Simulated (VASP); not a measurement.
# Zn (Fm-3m) in VASP: further runs

The runs below take Zn through single point, with PBE0.

Program: VASP 6.6.1. These are calculated values, not measurements. Logs are shortened: lines on timing, memory, paths and dates and some standing lists are left out, and cuts for length are marked.

## Step 1: The cell of the first run

Symmetry: Fm-3m, No. 225, cubic system. The conventional cell has a = 3.981 Å, b = 3.981 Å, c = 3.981 Å, α = 90.00°, β = 90.00°, γ = 90.00°. Zn (site symmetry m-3m) has 12 Zn at 2.82 Å within 3.7 Å.

## Step 2: Single point, PBE0

File POSCAR:

```
Zn
1.0
    0.0000000000      1.9906312808      1.9906312808
    1.9906312808      0.0000000000      1.9906312808
    1.9906312808      1.9906312808      0.0000000000
Zn
1
Direct
    0.0000000000      0.0000000000      0.0000000000
```

File INCAR.step1:

```
SYSTEM = Zn
PREC = Accurate ; ENCUT = 520
EDIFF = 1E-5 ; ISMEAR = -1
SIGMA = 0.05 ; LREAL = .FALSE.
LASPH = .TRUE. ; NELM = 100
ALGO = Normal ; ISIF = 2
LWAVE = .TRUE. ; LCHARG = .FALSE.
GGA = PE ; NBANDS = 12
```

File INCAR.step2:

```
SYSTEM = Zn
PREC = Accurate ; ENCUT = 520
EDIFF = 1E-6 ; ISMEAR = -1
SIGMA = 0.05 ; LREAL = .FALSE.
LASPH = .TRUE. ; NELM = 100
ALGO = Normal ; ISIF = 2
LWAVE = .FALSE. ; LCHARG = .FALSE.
GGA = PE ; LHFCALC = .TRUE.
AEXX = 0.25 ; PRECFOCK = Normal
ISTART = 1 ; NBANDS = 12
```

File KPOINTS:

```
regular mesh
0
G
  6 6 6
  0 0 0
```

Potentials or basis: VASP PAW PBE potentials, release 64 (Zn).

On the command line:

```bash
> cat potpaw_PBE.64/Zn/POTCAR > POTCAR
> cp INCAR.step1 INCAR
> mpirun -np 1 vasp_std > vasp.out
> cp INCAR.step2 INCAR
> mpirun -np 1 vasp_std > vasp.out
```

OUTCAR:

```text
SYSTEM = Zn
   PREC = Accurate
   ENCUT = 520
   EDIFF = 1E-6
   ISMEAR = -1
   LREAL = .FALSE.
   LASPH = .TRUE.
   NELM = 100
   ISIF = 2
   GGA = PE
   LHFCALC = .TRUE.
   AEXX = 0.25
   PRECFOCK = Normal
   ISTART = 1

 ion  position               nearest neighbor table
   1  0.000  0.000  0.000-

  LATTYP: Found a face centered cubic cell.
 ALAT       =     3.9812625616

  Lattice vectors:

 A1 = (   0.0000000000,   1.9906312808,   1.9906312808)
 A2 = (   1.9906312808,   0.0000000000,   1.9906312808)
 A3 = (   1.9906312808,   1.9906312808,   0.0000000000)

Analysis of symmetry for initial positions (statically):
=====================================================================
 Subroutine PRICEL returns:
 Original cell was already a primitive cell.

 Routine SETGRP: Setting up the symmetry group for a
 face centered cubic supercell.

 Subroutine GETGRP returns: Found 48 space group operations
 (whereof 48 operations were pure point group operations)
 out of a pool of 48 trial point group operations.

The static configuration has the point symmetry O_h .

Analysis of symmetry for dynamics (positions and initial velocities):
=====================================================================
 Subroutine PRICEL returns:
 Original cell was already a primitive cell.

 Routine SETGRP: Setting up the symmetry group for a
 face centered cubic supercell.

 Subroutine GETGRP returns: Found 48 space group operations
 (whereof 48 operations were pure point group operations)
 out of a pool of 48 trial point group operations.

The dynamic configuration has the point symmetry O_h .

 Subroutine INISYM returns: Found 48 space group operations
 (whereof 48 operations are pure point group operations),
 and found     1 'primitive' translations

----------------------------------------------------------------------------------------

                                     Primitive cell

  volume of cell :      15.7762

  direct lattice vectors                    reciprocal lattice vectors
     0.000000000  1.990631281  1.990631281    -0.251176602  0.251176602  0.251176602
     1.990631281  0.000000000  1.990631281     0.251176602 -0.251176602  0.251176602
     1.990631281  1.990631281  0.000000000     0.251176602  0.251176602 -0.251176602

  length of vectors
     2.815177755  2.815177755  2.815177755     0.435050636  0.435050636  0.435050636

  position of ions in fractional coordinates (direct lattice)
     0.000000000  0.000000000  0.000000000

  ion indices of the primitive-cell ions
   primitive index   ion index
                 1           1

----------------------------------------------------------------------------------------

 KPOINTS: regular mesh

Automatic generation of k-mesh.
 Grid dimensions read from file:
 generate k-points for:    6    6    6

 Generating k-lattice:

  Cartesian coordinates                     Fractional coordinates (reciprocal lattice)
    -0.041862767  0.041862767  0.041862767     0.166666667  0.000000000  0.000000000
     0.041862767 -0.041862767  0.041862767     0.000000000  0.166666667  0.000000000
     0.041862767  0.041862767 -0.041862767     0.000000000  0.000000000  0.166666667

  Length of vectors
     0.072508439  0.072508439  0.072508439

  Shift w.r.t. Gamma in fractional coordinates (k-lattice)
     0.000000000  0.000000000  0.000000000

 Subroutine IBZKPT returns following result:
 ===========================================

 Found     16 irreducible k-points:

 Following reciprocal coordinates:
            Coordinates               Weight
  0.000000  0.000000  0.000000      1.000000
  0.166667  0.000000  0.000000      8.000000
  0.333333  0.000000  0.000000      8.000000
  0.500000  0.000000  0.000000      4.000000
  0.166667  0.166667  0.000000      6.000000
  0.333333  0.166667  0.000000     24.000000
[... 8 lines left out ...]
 -0.333333  0.333333  0.166667     24.000000
 -0.333333  0.500000  0.166667     12.000000
   k-points           NKPTS =     16   k-points in BZ     NKDIM =    216   number of bands    NBANDS=     12
   number of dos      NEDOS =    301   number of ions     NIONS =      1
   total plane-waves  NPLWV =  13824
   dimension x,y,z NGX =    24 NGY =   24 NGZ =   24
   dimension x,y,z NGXF=    48 NGYF=   48 NGZF=   48
   ions per type =               1
   NGX,Y,Z   is equivalent  to a cutoff of  14.17, 14.17, 14.17 a.u.
   NGXF,Y,Z  is equivalent  to a cutoff of  28.35, 28.35, 28.35 a.u.
 SYSTEM =  Zn
   PREC   = accura    normal or accurate (medium, high low for compatibility)
   ISTART =      1    job   : 0-new  1-cont  2-samecut
   ICHARG =      0    charge: 1-file 2-atom 10-const
   ISPIN  =      1    spin polarized calculation?
   LNONCOLLINEAR =      F non collinear calculations
   LSORBIT =      F    spin-orbit coupling
   LASPH  =      T    aspherical Exc in radial PAW
   ENCUT  =  520.0 eV  38.22 Ry    6.18 a.u.   5.23  5.23  5.23*2*pi/ulx,y,z
   NELM   =    100;   NELMIN=  2; NELMDL=  0     # of ELM steps
   EDIFF  = 0.1E-05   stopping-criterion for ELM
   LREAL  =      F    real-space projection
   EDIFFG = 0.1E-04   stopping-criterion for IOM
   NSW    =      0    number of steps for IOM
   IBRION =     -1    ionic relax: 0-MD 1-quasi-New 2-CG
   NFREE  =      0    steps in history (QN), initial steepest desc. (CG)
   ISIF   =      2    stress and relaxation
   ISYM   =      3    0-nonsym 1-usesym 2-fastsym
   POTIM  = 0.5000    time-step for ionic-motion
   TEBEG  =    0.0;   TEEND  =   0.0 temperature during run
   PSTRESS=    0.0 pullay stress
   NELECT =      12.0000    total number of electrons
   NUPDOWN=      -1.0000    fix difference up-down
   EMIN   =  10.00;   EMAX   =-10.00  energy-range for DOS
   EFERMI =   0.00;   METHOD = LEGACY
   ISMEAR =    -1;   SIGMA  =   0.05  broadening in eV -4-tet -1-fermi 0-gaus
   EFERMI_NEDOS =   21; number of points for ismear=-14 and -15
   IALGO  =     38    algorithm
   IMIX   =      1    mixing-type and parameters
     AMIX     =   0.40;   BMIX     =  1.00
     AMIX_MAG =   1.60;   BMIX_MAG =  1.00
  volume/ion in A,a.u.               =      15.78       106.46
  Fermi-wavevector in a.u.,A,eV,Ry     =   1.494403  2.824012 30.385083  2.233241
  Thomas-Fermi vector in A             =   2.606680
   LORBIT       =      0    0 simple, 1 ext, 2 COOP (PROOUT), +10 PAW based schemes
   GGA     = PE    functional components
   LHFCALC =     T    Hartree Fock is set to
   PRECFOCK=normal    Normal, Fast or Accurate (Low or Medium for compatibility)
   ENCUT4O =  -1.0   cutoff for four orbital integrals eV
   NKREDX  =     1    reduce k-point grid by
   NKREDY  =     1    reduce k-point grid by
   NKREDZ  =     1    reduce k-point grid by
   AEXX    =    0.2500 exact exchange contribution
   HFSCREEN=    0.0000 screening length (either q_TF or 0.3 A-1)
   HFSCREENC=   0.0000 screening length for correlation (either q_TF or 0.3 A-1)
   ENCUTFOCK=  -1.0 apply spherical cutoff to Coloumb kernel
   IVDW    =     0    specifies the selected vdW correction
   LEPSILON=     F    determine dielectric tensor
   LRPA    =     F    only Hartree local field effects (RPA)
 non-spin polarized calculation
  energy-cutoff  :      520.00
  volume of cell :       15.78
 maximum number of plane-waves:       444
 NGX is ok and might be reduce to    24
  NGX = 16; NGY = 16; NGZ = 16

 number of electron      11.9999994 magnetization

 Free energy of the ion-electron system (eV)
  ---------------------------------------------------
  ext. energy  EPLUGINS =         0.00000000
  ---------------------------------------------------
  free energy    TOTEN  =        -1.10424758 eV

  energy without entropy =       -1.09716774  energy(sigma->0) =       -1.10070766

 E-fermi :   3.1331     XC(G=0):  -8.9181

 val. band max:        2.3541703261   @ k =  -0.3333   0.3333   0.1667
 cond. band min:       3.1677366269   @ k =  -0.3333   0.3333   0.1667
 fundamental gap:      0.8135663008
 Fermi energy:         3.1330646856

 k-point     1 :       0.0000    0.0000    0.0000
  band No.  band energies     occupation
      1      -9.0138      2.00000
      2      -7.4478      2.00000
      3      -7.4478      2.00000
      4      -7.4478      2.00000
      5      -7.1006      2.00000
      6      -7.1006      2.00000
      7      22.2137      0.00000
      8      22.2137      0.00000
      9      22.2137      0.00000
     10      22.6311      0.00000
     11      24.8042      0.00000
     12      24.8042      0.00000

 k-point     2 :       0.1667    0.0000    0.0000
  band No.  band energies     occupation
      1      -8.1889      2.00000
      2      -7.4019      2.00000
      3      -7.3813      2.00000
      4      -7.3813      2.00000
      5      -7.1014      2.00000
      6      -7.1014      2.00000
      7      14.9260      0.00000
      8      20.6428      0.00000
      9      20.6428      0.00000
     10      22.1927      0.00000
     11      27.4214      0.00000
     12      27.5407      0.00000

 k-point     3 :       0.3333    0.0000    0.0000
  band No.  band energies     occupation
      1      -7.9220      2.00000
      2      -7.4063      2.00000
      3      -7.4063      2.00000
      4      -6.9361      2.00000
      5      -6.9361      2.00000
      6      -4.9449      2.00000
      7       7.3280      0.00000
      8      19.4716      0.00000
      9      19.4716      0.00000
     10      21.5096      0.00000
     11      24.0696      0.00000
     12      24.0696      0.00000
[... 166 lines left out ...]
 k-point    15 :      -0.3333    0.3333    0.1667
  band No.  band energies     occupation
      1      -7.6551      2.00000
      2      -7.6135      2.00000
      3      -7.3613      2.00000
      4      -7.1083      2.00000
      5      -6.8108      2.00000
      6       2.3542      2.00000
      7       3.1677      0.66654
      8      10.2161      0.00000
      9      10.7143      0.00000
     10      22.6448      0.00000
     11      25.0302      0.00000
     12      29.7875      0.00000

 k-point    16 :      -0.3333    0.5000    0.1667
  band No.  band energies     occupation
      1      -7.8229      2.00000
      2      -7.7735      2.00000
      3      -7.1596      2.00000
      4      -6.9862      2.00000
      5      -6.7293      2.00000
      6       3.6681      0.00005
      7       5.8756      0.00000
      8       7.8045      0.00000
      9       8.7628      0.00000
     10      21.6672      0.00000
     11      22.5322      0.00000
     12      30.7846      0.00000

------------------------ aborting loop because EDIFF is reached ----------------------------------------

  FORCE on cell =-STRESS in cart. coord.  units (eV):
  Direction    XX          YY          ZZ          XY          YZ          ZX
  --------------------------------------------------------------------------------------
  -------------------------------------------------------------------------------------
  Total       -0.3571415     -0.3571415     -0.3571415      0.0000000      0.0000000      0.0000000
  in kB      -36.2700714    -36.2700714    -36.2700714      0.0000000      0.0000000      0.0000000
  external PRESSURE =     -36.2700714 kB  Pullay stress =       0.0000000 kB

 VOLUME and BASIS-vectors are now :
 -----------------------------------------------------------------------------
  energy-cutoff  :      520.00
  volume of cell :       15.78
      direct lattice vectors                 reciprocal lattice vectors
     0.000000000  1.990631281  1.990631281    -0.251176602  0.251176602  0.251176602
     1.990631281  0.000000000  1.990631281     0.251176602 -0.251176602  0.251176602
     1.990631281  1.990631281  0.000000000     0.251176602  0.251176602 -0.251176602

 POSITION                                       TOTAL-FORCE (eV/Angst)
 -----------------------------------------------------------------------------------
      0.00000      0.00000      0.00000         0.000000      0.000000      0.000000
 -----------------------------------------------------------------------------------
    total drift:                                0.000000      0.000000      0.000000

  FREE ENERGIE OF THE ION-ELECTRON SYSTEM (eV)
  ---------------------------------------------------
  free  energy   TOTEN  =        -1.1042475801 eV

  energy  without entropy=       -1.0971677389  energy(sigma->0) =       -1.10070766
```

Wall time 3.9 min (1 thread of Intel Xeon Platinum 8488C (Sapphire Rapids), shared host); peak memory 0.14 GiB.

Results:

| Property | Result |
| --- | --- |
| Free energy | -1.1042 eV |
| Pressure | -3.6 GPa |
| Band gap on the k mesh | zero (band 6 reaches 3.67 eV, above the bottom of band 7 at 0.93 eV) |

Caveat: the k points lie up to 0.46 Å⁻¹ apart; the PAW data sets were made with another functional, which shifts forces and pressure a little.

## Step 3: Single point, PBE0

This run uses another cell than the first one, of 16.08 Å³/atom, 1.019 times its volume.

File POSCAR:

```
Zn
1.0
    0.0000000000      2.0033108028      2.0033108028
    2.0033108028      0.0000000000      2.0033108028
    2.0033108028      2.0033108028      0.0000000000
Zn
1
Direct
    0.0000000000      0.0000000000      0.0000000000
```

File INCAR.step1:

```
PREC = Accurate
ENCUT = 520
EDIFF = 1E-5
ISMEAR = -1
SIGMA = 0.05
LREAL = False
LASPH = True
NELM = 100
ALGO = Normal
ISIF = 2
LWAVE = True
LCHARG = False
GGA = PE
NBANDS = 12
```

File INCAR.step2:

```
PREC = Accurate
ENCUT = 520
EDIFF = 1E-7
ISMEAR = -1
SIGMA = 0.05
LREAL = False
LASPH = True
NELM = 100
ALGO = Normal
ISIF = 2
LWAVE = False
LCHARG = False
GGA = PE
LHFCALC = True
AEXX = 0.25
PRECFOCK = Normal
ISTART = 1
NBANDS = 12
```

File KPOINTS:

```
regular mesh
0
Gamma
  6 6 6
```

Potentials or basis: VASP PAW PBE potentials, release 64 (Zn).

On the command line:

```bash
> cat potpaw_PBE.64/Zn/POTCAR > POTCAR
> cp INCAR.step1 INCAR
> mpirun -np 1 vasp_std > vasp.out
> cp INCAR.step2 INCAR
> mpirun -np 1 vasp_std > vasp.out
```

Run time: 5.5 min. Hardware: 1 thread of Intel Xeon Platinum 8488C (Sapphire Rapids), shared host; peak memory 0.14 GiB.

It converged, with:

```
Free energy            : -1.0965 eV
Pressure               : -4.6 GPa
Band gap on the k mesh : zero (band 6 reaches 3.56 eV, above the bottom of band 7 at 0.77 eV)
```

Levels at points of the mesh, in eV from the Fermi level:
```
           k point  band 4  band 5  band 6  band 7  band 8  band 9
(0.00, 0.00, 0.00)  -10.50  -10.17  -10.17   18.85   18.85   18.85
(0.50, 0.00, 0.00)   -9.89   -9.89   -3.75   -2.20   15.88   15.88
(0.50, 0.50, 0.00)   -9.81   -9.81   -1.66    1.85    9.04    9.04
```

Caveat: the k points lie up to 0.45 Å⁻¹ apart; the PAW data sets were made with another functional, which shifts forces and pressure a little.
